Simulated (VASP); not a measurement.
# AlPd4 (P-43m) in VASP: a series of runs

AlPd4 is run at these levels: PBE; tasks: single point.

Program: VASP 6.6.1. These are calculated values, not measurements. Logs are shortened: lines on timing, memory, paths and dates and some standing lists are left out, and cuts for length are marked.

### 1 The cell of the first run

It takes space group P-43m (No. 215, cubic). The conventional cell has a = 3.766 Å, b = 3.766 Å, c = 3.766 Å, α = 90.00°, β = 90.00°, γ = 90.00°. Al (site symmetry -43m) has 4 Pd at 2.15 Å within 2.8 Å. Within 2.4 Å of Pd (site symmetry 3m) lie 3 Pd at 1.81 Å and 1 Al at 2.15 Å.

### 2 Single point, PBE

Contents of INCAR:

```
SYSTEM = AlPd4
  ALGO = Normal
  EDIFF = 1E-7
  ENCUT = 520
  GGA = PE
  ISIF = 2
  ISMEAR = 0
  LASPH = .TRUE.
  LCHARG = .TRUE.
  LELF = .TRUE.
  LREAL = .FALSE.
  LVHAR = .TRUE.
  LWAVE = .FALSE.
  NBANDS = 30
  NELM = 60
  PREC = Accurate
  SIGMA = 0.1
```

Contents of KPOINTS:

```
k-points
0
G
  4 4 4
  0 0 0
```

Contents of POSCAR:

```
AlPd4
1.0
    3.7658499200      0.0000000000      0.0000000000
    0.0000000000      3.7658499200      0.0000000000
    0.0000000000      0.0000000000      3.7658499200
Al Pd
1 4
Direct
    0.0000000000      0.0000000000      0.0000000000
    0.6700297400      0.6700297400      0.6700297400
    0.3299702600      0.3299702600      0.6700297400
    0.3299702600      0.6700297400      0.3299702600
    0.6700297400      0.3299702600      0.3299702600
```

Potentials or basis: VASP PAW PBE potentials, release 64 (Al, Pd).

The run is started by

```sh
$ cat potpaw_PBE.64/Al/POTCAR potpaw_PBE.64/Pd/POTCAR > POTCAR
$ mpirun -np 1 vasp_std > vasp.out
```

OUTCAR:

```text
SYSTEM = AlPd4
   EDIFF = 1E-7
   ENCUT = 520
   GGA = PE
   ISIF = 2
   ISMEAR = 0
   LASPH = .TRUE.
   LREAL = .FALSE.
   NELM = 60
   PREC = Accurate

 ion  position               nearest neighbor table
   1  0.000  0.000  0.000-   2 2.15   3 2.15   4 2.15   5 2.15   2 3.07   3 3.07   2 3.07   5 3.07
                             2 3.07   4 3.07   4 3.07   5 3.07   3 3.07   5 3.07   3 3.07   4 3.07
   2  0.670  0.670  0.670-   3 1.81   4 1.81   5 1.81   1 2.15   4 2.80   5 2.80   3 2.80   4 2.80
                             3 2.80   5 2.80   1 3.07   1 3.07   1 3.07
   3  0.330  0.330  0.670-   2 1.81   4 1.81   5 1.81   1 2.15   4 2.80   5 2.80   2 2.80   4 2.80
                             2 2.80   5 2.80   1 3.07   1 3.07   1 3.07
   4  0.330  0.670  0.330-   2 1.81   3 1.81   5 1.81   1 2.15   3 2.80   5 2.80   2 2.80   3 2.80
                             2 2.80   5 2.80   1 3.07   1 3.07   1 3.07
   5  0.670  0.330  0.330-   2 1.81   3 1.81   4 1.81   1 2.15   3 2.80   4 2.80   2 2.80   3 2.80
                             2 2.80   4 2.80   1 3.07   1 3.07   1 3.07

  LATTYP: Found a simple cubic cell.
 ALAT       =     3.7658499200

  Lattice vectors:

 A1 = (   3.7658499200,   0.0000000000,   0.0000000000)
 A2 = (   0.0000000000,   3.7658499200,   0.0000000000)
 A3 = (   0.0000000000,   0.0000000000,   3.7658499200)

Analysis of symmetry for initial positions (statically):
=====================================================================
 Subroutine PRICEL returns:
 Original cell was already a primitive cell.

 Routine SETGRP: Setting up the symmetry group for a
 simple cubic supercell.

 Subroutine GETGRP returns: Found 24 space group operations
 (whereof 24 operations were pure point group operations)
 out of a pool of 48 trial point group operations.

The static configuration has the point symmetry T_d .

Analysis of symmetry for dynamics (positions and initial velocities):
=====================================================================
 Subroutine PRICEL returns:
 Original cell was already a primitive cell.

 Routine SETGRP: Setting up the symmetry group for a
 simple cubic supercell.

 Subroutine GETGRP returns: Found 24 space group operations
 (whereof 24 operations were pure point group operations)
 out of a pool of 48 trial point group operations.

The dynamic configuration has the point symmetry T_d .

 Subroutine INISYM returns: Found 24 space group operations
 (whereof 24 operations are pure point group operations),
 and found     1 'primitive' translations

[... 85 lines left out ...]
   EDIFF  = 0.1E-06   stopping-criterion for ELM
   LREAL  =      F    real-space projection
   EDIFFG = 0.1E-05   stopping-criterion for IOM
   NSW    =      0    number of steps for IOM
   IBRION =     -1    ionic relax: 0-MD 1-quasi-New 2-CG
   NFREE  =      0    steps in history (QN), initial steepest desc. (CG)
   ISIF   =      2    stress and relaxation
   ISYM   =      2    0-nonsym 1-usesym 2-fastsym
   POTIM  = 0.5000    time-step for ionic-motion
   TEBEG  =    0.0;   TEEND  =   0.0 temperature during run
   PSTRESS=    0.0 pullay stress
   NELECT =      43.0000    total number of electrons
   NUPDOWN=      -1.0000    fix difference up-down
   EMIN   =  10.00;   EMAX   =-10.00  energy-range for DOS
   EFERMI =   0.00;   METHOD = LEGACY
   ISMEAR =     0;   SIGMA  =   0.10  broadening in eV -4-tet -1-fermi 0-gaus
   EFERMI_NEDOS =   21; number of points for ismear=-14 and -15
   IALGO  =     38    algorithm
   IMIX   =      4    mixing-type and parameters
     AMIX     =   0.40;   BMIX     =  1.00
     AMIX_MAG =   1.60;   BMIX_MAG =  1.00
  volume/ion in A,a.u.               =      10.68        72.08
  Fermi-wavevector in a.u.,A,eV,Ry     =   1.523005  2.878062 31.559312  2.319544
  Thomas-Fermi vector in A             =   2.631507
   LORBIT       =      0    0 simple, 1 ext, 2 COOP (PROOUT), +10 PAW based schemes
   GGA     = PE    functional components
   LHFCALC =     F    Hartree Fock is set to
   AEXX    =    0.0000 exact exchange contribution
   IVDW    =     0    specifies the selected vdW correction
   LEPSILON=     F    determine dielectric tensor
   LRPA    =     F    only Hartree local field effects (RPA)
 non-spin polarized calculation
 Gauss-broadening in eV      SIGMA  =   0.10
  energy-cutoff  :      520.00
  volume of cell :       53.41
 maximum number of plane-waves:      1472
   NGX = 15   NGY = 15   NGZ = 15

 number of electron      43.0000024 magnetization

 Free energy of the ion-electron system (eV)
  ---------------------------------------------------
  ext. energy  EPLUGINS =         0.00000000
  ---------------------------------------------------
  free energy    TOTEN  =        18.79343846 eV

  energy without entropy =       18.82541853  energy(sigma->0) =       18.80942849

 E-fermi :  17.0701     XC(G=0): -14.2657

 val. band max:       17.0386384917   @ k =   0.5000   0.5000   0.2500
 cond. band min:      17.0958307426   @ k =   0.5000   0.5000   0.0000
 fundamental gap:      0.0571922509
 Fermi energy:        17.0700833801

 k-point     1 :       0.0000    0.0000    0.0000
  band No.  band energies     occupation
      1       1.9407      2.00000
      2       4.8305      2.00000
      3       4.8305      2.00000
      4       4.8305      2.00000
      5       5.5352      2.00000
      6       6.4884      2.00000
[... 319 lines left out ...]
     29      30.4116      0.00000
     30      30.4116      0.00000

------------------------ aborting loop because EDIFF is reached ----------------------------------------

  FORCE on cell =-STRESS in cart. coord.  units (eV):
  Direction    XX          YY          ZZ          XY          YZ          ZX
  --------------------------------------------------------------------------------------
  -------------------------------------------------------------------------------------
  Total      108.5252027    108.5252027    108.5252027     -0.0000000      0.0000000      0.0000000
  in kB     3255.7583534   3255.7583534   3255.7583534     -0.0000000      0.0000000      0.0000000
  external PRESSURE =    3255.7583534 kB  Pullay stress =       0.0000000 kB

 VOLUME and BASIS-vectors are now :
 -----------------------------------------------------------------------------
  energy-cutoff  :      520.00
  volume of cell :       53.41
      direct lattice vectors                 reciprocal lattice vectors
     3.765849920  0.000000000  0.000000000     0.265544305  0.000000000  0.000000000
     0.000000000  3.765849920  0.000000000     0.000000000  0.265544305  0.000000000
     0.000000000  0.000000000  3.765849920     0.000000000  0.000000000  0.265544305

 POSITION                                       TOTAL-FORCE (eV/Angst)
 -----------------------------------------------------------------------------------
      0.00000      0.00000      0.00000        -0.000000      0.000000     -0.000000
      2.52323      2.52323      2.52323        31.405339     31.405339     31.405339
      1.24262      1.24262      2.52323       -31.405339    -31.405339     31.405339
      1.24262      2.52323      1.24262       -31.405339     31.405339    -31.405339
      2.52323      1.24262      1.24262        31.405339    -31.405339    -31.405339
 -----------------------------------------------------------------------------------
    total drift:                                0.000000      0.000000     -0.000000

  FREE ENERGIE OF THE ION-ELECTRON SYSTEM (eV)
  ---------------------------------------------------
  free  energy   TOTEN  =        18.7934384576 eV

  energy  without entropy=       18.8254185318  energy(sigma->0) =       18.80942849
```

OSZICAR:

```text
N       E                     dE             d eps       ncg     rms          rms(c)
DAV:   1     0.362173873465E+03    0.36217E+03   -0.21856E+04   600   0.141E+03
DAV:   2     0.280125260536E+02   -0.33416E+03   -0.31921E+03   636   0.362E+02
DAV:   3     0.167605000752E+02   -0.11252E+02   -0.11181E+02   690   0.724E+01
DAV:   4     0.166538920690E+02   -0.10661E+00   -0.10660E+00   666   0.698E+00
DAV:   5     0.166521387758E+02   -0.17533E-02   -0.17533E-02   696   0.930E-01    0.960E+01
DAV:   6     0.180501289975E+02    0.13980E+01   -0.11140E-01   666   0.208E+00    0.578E+01
DAV:   7     0.187939317326E+02    0.74380E+00   -0.20797E-01   630   0.289E+00    0.527E-01
DAV:   8     0.187934282446E+02   -0.50349E-03   -0.74661E-03   678   0.540E-01    0.254E-01
DAV:   9     0.187934425274E+02    0.14283E-04   -0.65908E-04   690   0.145E-01    0.103E-01
DAV:  10     0.187934293077E+02   -0.13220E-04   -0.49395E-05   690   0.398E-02    0.274E-02
DAV:  11     0.187934368288E+02    0.75211E-05   -0.45332E-06   660   0.128E-02    0.550E-03
DAV:  12     0.187934385504E+02    0.17216E-05   -0.29696E-07   678   0.360E-03    0.144E-03
DAV:  13     0.187934384038E+02   -0.14660E-06   -0.33152E-08   348   0.137E-03    0.333E-04
DAV:  14     0.187934384576E+02    0.53781E-07   -0.48022E-09   372   0.556E-04
   1 F= 0.18793438E+02 E0= 0.18809428E+02  d E =-.319801E-01
```

It took 11 s on 1 thread of Intel Xeon Platinum 8488C (Sapphire Rapids), shared host; peak memory 0.15 GiB.

What came out:

* Free energy: 18.7934 eV
* Pressure: 325.6 GPa
* Largest force: 54.396 eV/Å

Forces on the atoms (eV/Å):
```
Al    0.000   0.000   0.000
Pd   31.405  31.405  31.405
Pd  -31.405 -31.405  31.405
Pd  -31.405  31.405 -31.405
Pd   31.405 -31.405 -31.405
```

Levels at points of the mesh, in eV from the Fermi level:
| k point | band 17 | band 18 | band 19 | band 20 | band 21 | band 22 | band 23 | band 24 | band 25 | band 26 |
| --- | --- | --- | --- | --- | --- | --- | --- | --- | --- | --- |
| (0.00, 0.00, 0.00) | -2.20 | -2.20 | -1.01 | -1.01 | -1.01 | 1.86 | 1.86 | 1.86 | 2.72 | 2.72 |
| (0.50, 0.00, 0.00) | -3.29 | -3.29 | -2.35 | -1.79 | -0.39 | -0.39 | 4.33 | 4.33 | 6.16 | 6.91 |
| (0.50, 0.50, 0.00) | -3.60 | -3.60 | -2.01 | -0.72 | 0.03 | 0.03 | 0.25 | 0.37 | 3.29 | 7.16 |
| (0.50, 0.50, 0.50) | -1.85 | -1.85 | -0.63 | -0.63 | -0.63 | -0.13 | -0.13 | -0.13 | 0.72 | 0.72 |

Caveat: the k points lie up to 0.42 Å⁻¹ apart; forces of over 1 eV/Å act on the atoms, so gaps and moduli don't describe the material at rest.

### 3 Single point, PBE

This run uses another cell than the first one, of 18.02 Å³/atom, 1.687 times its volume.

Contents of INCAR:

```
PREC = Accurate
ENCUT = 520
EDIFF = 1E-6
ISMEAR = 0
SIGMA = 0.1
LREAL = F
LASPH = T
NELM = 100
ALGO = Fast
ISIF = 2
LWAVE = F
LCHARG = F
GGA = PE
NBANDS = 30
```

Contents of KPOINTS:

```
Automatic mesh
0
Gamma
  4 4 4
```

Contents of POSCAR:

```
AlPd4
1.0
    4.4833315662      0.0000000000      0.0000000000
    0.0000000000      4.4833315662      0.0000000000
    0.0000000000      0.0000000000      4.4833315662
Al Pd
1 4
Direct
    0.0000000000      0.0000000000      0.0000000000
    0.7116044652      0.7116044652      0.7116044652
    0.2883955348      0.2883955348      0.7116044652
    0.2883955348      0.7116044652      0.2883955348
    0.7116044652      0.2883955348      0.2883955348
```

Potentials or basis: VASP PAW PBE potentials, release 64 (Al, Pd).

The run is started by

```sh
$ cat potpaw_PBE.64/Al/POTCAR potpaw_PBE.64/Pd/POTCAR > POTCAR
$ mpirun -np 1 vasp_std > vasp.out
```

It took 19 s on 1 thread of Intel Xeon Platinum 8488C (Sapphire Rapids), shared host; peak memory 0.2 GiB.

The run converged. Its results:

```yaml
Free_energy: -23.8222 eV
Pressure: 0.3 GPa
Largest_force: 0.022 eV/Å
```

Forces in eV/Å, atoms in the order of the input:
```
Al   0.000  0.000  0.000
Pd  -0.012 -0.012 -0.012
Pd   0.012  0.012 -0.012
Pd   0.012 -0.012  0.012
Pd  -0.012  0.012  0.012
```

Levels at points of the mesh, in eV from the Fermi level:
```csv
k point,band 18,band 19,band 20,band 21,band 22,band 23,band 24,band 25
"(0.00, 0.00, 0.00)",-0.92,-0.46,-0.46,-0.46,-0.22,2.48,2.48,3.59
"(0.50, 0.00, 0.00)",-1.22,-1.01,-0.96,-0.57,-0.57,3.08,3.69,3.69
"(0.50, 0.50, 0.00)",-1.66,-1.11,-0.75,0.12,0.12,0.22,0.41,3.80
"(0.50, 0.50, 0.50)",-0.70,-0.70,-0.68,-0.68,0.21,0.21,0.21,2.29
```
